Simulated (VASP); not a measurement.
A run of VASP 6.6.1 is set up as follows.

File INCAR:

```
PREC = Accurate ; ENCUT = 520
EDIFF = 1E-7 ; ISMEAR = 0
SIGMA = 0.05 ; LREAL = False
LASPH = True ; NELM = 100
ALGO = Normal ; ISIF = 2
LWAVE = False ; LCHARG = False
GGA = PE ; NBANDS = 33
```

File KPOINTS:

```
regular mesh
0
Gamma
  8 8 10
```

The input POSCAR:

```
TiO2
1.0
    4.9999293026      0.0000000000      0.0000000000
    0.0000000000      4.9999293026      0.0000000000
    0.0000000000      0.0000000000      2.8289599994
Ti O
2 4
Direct
    0.0000000000      0.0000000000      0.0000000000
    0.5000000000      0.5000000000      0.5000000000
    0.3050970583      0.3050970583      0.0000000000
    0.1949029417      0.8050970583      0.5000000000
    0.6949029417      0.6949029417      0.0000000000
    0.8050970583      0.1949029417      0.5000000000
```

Potentials or basis: VASP PAW PBE potentials, release 64 (Ti_sv, O).

The run is started by

```bash
$ cat potpaw_PBE.64/Ti_sv/POTCAR potpaw_PBE.64/O/POTCAR > POTCAR
$ mpirun -np 1 vasp_std > vasp.out
```

(1) What does it give for the pressure?

(2) What does it give for the band gap on the k mesh?

(3) Estimate the largest force.

Answers

(1) -12.7 GPa.

(2) 1.72 eV (least direct gap 1.76 eV).

(3) 0.834 eV/Å.

Caveat: the cell stands under tension.
